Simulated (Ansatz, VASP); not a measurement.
# Ga3Se: VASP beside Ansatz

```
CELL_PARAMETERS angstrom
4.43246 0.00000 0.00000
0.00000 4.43246 0.00000
0.00000 0.00000 4.43246
ATOMIC_POSITIONS crystal
Ga 0.00000 0.50000 0.50000
Ga 0.50000 0.00000 0.50000
Ga 0.50000 0.50000 0.00000
Se 0.00000 0.00000 0.00000
```

Alike in both runs: task single point; functional PBE; k mesh 1 × 1 × 1; occupations gaussian, width 0.1 eV; no spin polarisation.

|  | VASP | Ansatz |
| --- | --- | --- |
| version | VASP 6.6.1 | Ansatz 0.2.0 |
| potentials or method | VASP PAW PBE potentials, release 64 (Ga_d, Se), cutoff 520 eV | scalar-relativistic, plane waves, PAW |
| valence electrons in the cell | 45 | 55 |

```csv
,VASP,Ansatz,Ansatz less VASP
pressure (GPa),7.7,7.6,-0.03
```

VASP's potentials hold 45 valence electrons a cell and Ansatz's 55, so a difference there can come from the potentials and not from the codes.

The k mesh is coarse, so the values compare programs but aren't converged.
